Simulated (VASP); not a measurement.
# P (Im-3m) in VASP: relaxation of cell and atoms with LDA

Aim: the relaxation of cell and atoms of P with LDA.

Everything below comes from runs of VASP 6.6.1. Logs are shortened: lines on timing, memory, paths and dates and some standing lists are left out, and cuts for length are marked.

## (1) The cell of the first run

The structure is cubic, space group Im-3m (No. 229). The conventional cell has a = 3.008 Å, b = 3.008 Å, c = 3.008 Å, α = 90.00°, β = 90.00°, γ = 90.00°. P (site symmetry m-3m) has 14 P at 2.60 to 3.01 Å within 3.4 Å.

## (2) Relaxation of cell and atoms, LDA

The input, INCAR:

```
SYSTEM = P
ALGO = Normal
EDIFF = 1E-7
EDIFFG = -0.03
ENCUT = 500
GGA = CA
GGA_COMPAT = .FALSE.
IBRION = 2
ISIF = 3
ISMEAR = 0
LASPH = .TRUE.
LCHARG = .FALSE.
LREAL = .FALSE.
LWAVE = .FALSE.
NELM = 120
NELMIN = 4
NSW = 80
PREC = Accurate
SIGMA = 0.02
```

The input, KPOINTS:

```
k-points
0
G
  10 10 10
  0 0 0
```

The input, POSCAR:

```
P
1.0
   -1.5039273459      1.5039273459      1.5039273459
    1.5039273459     -1.5039273459      1.5039273459
    1.5039273459      1.5039273459     -1.5039273459
P
1
Direct
    0.0000000000      0.0000000000      0.0000000000
```

Potentials or basis: VASP PAW LDA potentials, release 64 (P).

Launch:

```sh
$ cat potpaw_LDA.64/P/POTCAR > POTCAR
$ mpirun -np 1 vasp_std > vasp.out
```

OUTCAR:

```text
SYSTEM = P
   EDIFF = 1E-7
   EDIFFG = -0.03
   ENCUT = 500
   GGA = CA
   IBRION = 2
   ISIF = 3
   ISMEAR = 0
   LASPH = .TRUE.
   LREAL = .FALSE.
   NELM = 120
   NELMIN = 4
   NSW = 80
   PREC = Accurate

 ion  position               nearest neighbor table
   1  0.000  0.000  0.000-

  LATTYP: Found a body centered cubic cell.
 ALAT       =     3.0078546918

  Lattice vectors:

 A1 = (  -1.5039273459,   1.5039273459,   1.5039273459)
 A2 = (   1.5039273459,  -1.5039273459,   1.5039273459)
 A3 = (   1.5039273459,   1.5039273459,  -1.5039273459)

Analysis of symmetry for initial positions (statically):
=====================================================================
 Subroutine PRICEL returns:
 Original cell was already a primitive cell.

 Routine SETGRP: Setting up the symmetry group for a
 body centered cubic supercell.

 Subroutine GETGRP returns: Found 48 space group operations
 (whereof 48 operations were pure point group operations)
 out of a pool of 48 trial point group operations.

The static configuration has the point symmetry O_h .

Analysis of symmetry for dynamics (positions and initial velocities):
=====================================================================
 Subroutine PRICEL returns:
 Original cell was already a primitive cell.

 Routine SETGRP: Setting up the symmetry group for a
 body centered cubic supercell.

 Subroutine GETGRP returns: Found 48 space group operations
 (whereof 48 operations were pure point group operations)
 out of a pool of 48 trial point group operations.

The dynamic configuration has the point symmetry O_h .

 Subroutine INISYM returns: Found 48 space group operations
 (whereof 48 operations are pure point group operations),
 and found     1 'primitive' translations

----------------------------------------------------------------------------------------

                                     Primitive cell

  volume of cell :      13.6063

  direct lattice vectors                    reciprocal lattice vectors
    -1.503927346  1.503927346  1.503927346     0.000000000  0.332462869  0.332462869
     1.503927346 -1.503927346  1.503927346     0.332462869  0.000000000  0.332462869
     1.503927346  1.503927346 -1.503927346     0.332462869  0.332462869  0.000000000

  length of vectors
     2.604878574  2.604878574  2.604878574     0.470173498  0.470173498  0.470173498

  position of ions in fractional coordinates (direct lattice)
     0.000000000  0.000000000  0.000000000

  ion indices of the primitive-cell ions
   primitive index   ion index
                 1           1

----------------------------------------------------------------------------------------

 KPOINTS: k-points

Automatic generation of k-mesh.
 Grid dimensions read from file:
 generate k-points for:   10   10   10

 Generating k-lattice:

  Cartesian coordinates                     Fractional coordinates (reciprocal lattice)
     0.000000000  0.033246287  0.033246287     0.100000000  0.000000000  0.000000000
     0.033246287  0.000000000  0.033246287     0.000000000  0.100000000  0.000000000
     0.033246287  0.033246287  0.000000000     0.000000000  0.000000000  0.100000000

  Length of vectors
     0.047017350  0.047017350  0.047017350

  Shift w.r.t. Gamma in fractional coordinates (k-lattice)
     0.000000000  0.000000000  0.000000000

 Subroutine IBZKPT returns following result:
 ===========================================

 Found     47 irreducible k-points:

 Following reciprocal coordinates:
            Coordinates               Weight
  0.000000  0.000000  0.000000      1.000000
  0.100000  0.000000  0.000000     12.000000
  0.200000  0.000000  0.000000     12.000000
  0.300000  0.000000  0.000000     12.000000
  0.400000  0.000000  0.000000     12.000000
  0.500000  0.000000  0.000000      6.000000
[... 16 lines left out ...]
  0.300000  0.300000  0.100000      8.000000
 -0.300000  0.300000  0.100000     24.000000
 [... further k-points ...]
   k-points           NKPTS =     47   k-points in BZ     NKDIM =     47   number of bands    NBANDS=      6
   number of dos      NEDOS =    301   number of ions     NIONS =      1
   total plane-waves  NPLWV =   8000
   dimension x,y,z NGX =    20 NGY =   20 NGZ =   20
   dimension x,y,z NGXF=    40 NGYF=   40 NGZF=   40
   ions per type =               1
   NGX,Y,Z   is equivalent  to a cutoff of  12.76, 12.76, 12.76 a.u.
   NGXF,Y,Z  is equivalent  to a cutoff of  25.53, 25.53, 25.53 a.u.
 SYSTEM =  P
   PREC   = accura    normal or accurate (medium, high low for compatibility)
   ISTART =      0    job   : 0-new  1-cont  2-samecut
   ICHARG =      2    charge: 1-file 2-atom 10-const
   ISPIN  =      1    spin polarized calculation?
   LNONCOLLINEAR =      F non collinear calculations
   LSORBIT =      F    spin-orbit coupling
   LASPH  =      T    aspherical Exc in radial PAW
   ENCUT  =  500.0 eV  36.75 Ry    6.06 a.u.   4.75  4.75  4.75*2*pi/ulx,y,z
   NELM   =    120;   NELMIN=  4; NELMDL= -5     # of ELM steps
   EDIFF  = 0.1E-06   stopping-criterion for ELM
   LREAL  =      F    real-space projection
   EDIFFG = -.3E-01   stopping-criterion for IOM
   NSW    =     80    number of steps for IOM
   IBRION =      2    ionic relax: 0-MD 1-quasi-New 2-CG
   NFREE  =      1    steps in history (QN), initial steepest desc. (CG)
   ISIF   =      3    stress and relaxation
   ISYM   =      2    0-nonsym 1-usesym 2-fastsym
   POTIM  = 0.5000    time-step for ionic-motion
   TEBEG  =    0.0;   TEEND  =   0.0 temperature during run
   PSTRESS=    0.0 pullay stress
   NELECT =       5.0000    total number of electrons
   NUPDOWN=      -1.0000    fix difference up-down
   EMIN   =  10.00;   EMAX   =-10.00  energy-range for DOS
   EFERMI =   0.00;   METHOD = LEGACY
   ISMEAR =     0;   SIGMA  =   0.02  broadening in eV -4-tet -1-fermi 0-gaus
   EFERMI_NEDOS =   21; number of points for ismear=-14 and -15
   IALGO  =     38    algorithm
   IMIX   =      4    mixing-type and parameters
     AMIX     =   0.40;   BMIX     =  1.00
     AMIX_MAG =   1.60;   BMIX_MAG =  1.00
  volume/ion in A,a.u.               =      13.61        91.82
  Fermi-wavevector in a.u.,A,eV,Ry     =   1.172604  2.215900 18.708008  1.375000
  Thomas-Fermi vector in A             =   2.309030
   LORBIT       =      0    0 simple, 1 ext, 2 COOP (PROOUT), +10 PAW based schemes
   GGA     = CA    functional components
   LHFCALC =     F    Hartree Fock is set to
   AEXX    =    0.0000 exact exchange contribution
   IVDW    =     0    specifies the selected vdW correction
   LEPSILON=     F    determine dielectric tensor
   LRPA    =     F    only Hartree local field effects (RPA)
 conjugate gradient relaxation of ions
 non-spin polarized calculation
 Gauss-broadening in eV      SIGMA  =   0.02
  energy-cutoff  :      500.00
  volume of cell :       13.61
 maximum number of plane-waves:       370
   NGX =  9   NGY =  9   NGZ =  9

 number of electron       5.0000000 magnetization

 Free energy of the ion-electron system (eV)
  ---------------------------------------------------
  ext. energy  EPLUGINS =         0.00000000
  ---------------------------------------------------
  free energy    TOTEN  =        -5.43606181 eV

  energy without entropy =       -5.43554789  energy(sigma->0) =       -5.43580485

 E-fermi :  10.6158     XC(G=0): -11.8302

 val. band max:       10.6106800098   @ k =   0.3000   0.1000   0.1000
 cond. band min:      10.6357575294   @ k =  -0.4000   0.4000   0.2000
 fundamental gap:      0.0250775197
 Fermi energy:        10.6158345475

 k-point     1 :       0.0000    0.0000    0.0000
  band No.  band energies     occupation
      1      -6.2569      2.00000
      2      18.1260      0.00000
      3      18.1260      0.00000
      4      18.1260      0.00000
      5      22.7528      0.00000
      6      22.7528      0.00000

 k-point     2 :       0.1000    0.0000    0.0000
  band No.  band energies     occupation
      1      -5.9461      2.00000
      2      16.2264      0.00000
      3      17.0873      0.00000
      4      17.9182      0.00000
      5      21.9329      0.00000
      6      22.8765      0.00000

 k-point     3 :       0.2000    0.0000    0.0000
  band No.  band energies     occupation
      1      -5.0180      2.00000
      2      12.4935      0.00000
      3      15.4954      0.00000
      4      17.3770      0.00000
      5      20.4164      0.00000
      6      21.5583      0.00000

 k-point     4 :       0.3000    0.0000    0.0000
  band No.  band energies     occupation
      1      -3.4875      2.00000
      2       8.5258      2.00000
      3      14.2311      0.00000
      4      16.7383      0.00000
      5      19.0952      0.00000
      6      20.1735      0.00000

 k-point     5 :       0.4000    0.0000    0.0000
  band No.  band energies     occupation
      1      -1.4034      2.00000
      2       4.8760      2.00000
      3      13.4494      0.00000
      4      16.2552      0.00000
      5      18.2486      0.00000
      6      19.3040      0.00000
[... 136 lines left out ...]
 k-point    21 :       0.3000    0.2000    0.1000
  band No.  band energies     occupation
      1       1.0928      2.00000
      2       4.6184      2.00000
      3       7.6917      2.00000
      4      10.7283      0.00000
      5      24.2422      0.00000
      6      26.1047      0.00000

 k-point    22 :      -0.2000    0.2000    0.1000
  band No.  band energies     occupation
      1      -4.7094      2.00000
      2      12.6571      0.00000
      3      14.4259      0.00000
      4      15.9833      0.00000
      5      21.0950      0.00000
      6      22.0495      0.00000

 k-point    23 :       0.3000    0.3000    0.1000
  band No.  band energies     occupation
      1       2.4360      2.00000
      2       5.1007      2.00000
      3       5.1007      2.00000
      4      10.3976      2.00000
      5      24.9978      0.00000
      6      28.2950      0.00000

 k-point    24 :      -0.3000    0.3000    0.1000
  band No.  band energies     occupation
      1      -3.1817      2.00000
      2       8.7739      2.00000
      3      13.1336      0.00000
      4      15.4323      0.00000
      5      20.4943      0.00000
      6      20.7676      0.00000

 [... further k-points ...]
[... 5 lines left out ...]
  --------------------------------------------------------------------------------------
  -------------------------------------------------------------------------------------
  Total       -0.0100192     -0.0100192     -0.0100192      0.0000000     -0.0000000      0.0000000
  in kB       -1.1797879     -1.1797879     -1.1797879      0.0000000     -0.0000000      0.0000000
  external PRESSURE =      -1.1797879 kB  Pullay stress =       0.0000000 kB

 VOLUME and BASIS-vectors are now :
 -----------------------------------------------------------------------------
  energy-cutoff  :      500.00
  volume of cell :       13.61
      direct lattice vectors                 reciprocal lattice vectors
    -1.503927346  1.503927346  1.503927346     0.000000000  0.332462869  0.332462869
     1.503927346 -1.503927346  1.503927346     0.332462869  0.000000000  0.332462869
     1.503927346  1.503927346 -1.503927346     0.332462869  0.332462869  0.000000000

 POSITION                                       TOTAL-FORCE (eV/Angst)
 -----------------------------------------------------------------------------------
      0.00000      0.00000      0.00000         0.000000      0.000000      0.000000
 -----------------------------------------------------------------------------------
    total drift:                                0.000000      0.000000     -0.000000

  FREE ENERGIE OF THE ION-ELECTRON SYSTEM (eV)
  ---------------------------------------------------
  free  energy   TOTEN  =        -5.4360618117 eV

  energy  without entropy=       -5.4355478900  energy(sigma->0) =       -5.43580485

 reached required accuracy - stopping structural energy minimisation
```

It took 1.7 s on 1 thread of Intel Xeon 6975P-C (Granite Rapids), shared host; peak memory 0.11 GiB.

Results:

```
Free energy             : -5.4361 eV
Pressure after relaxing : -0.1 GPa
```

Final structure:
```yaml
crystal:
  lattice:
    - [-1.50393, 1.50393, 1.50393]
    - [1.50393, -1.50393, 1.50393]
    - [1.50393, 1.50393, -1.50393]
  atoms:
    - { symbol: P, position: [0.00000, 0.00000, 0.00000] }
```

Caveat: the relaxation stopped at its first step, so nothing moved.
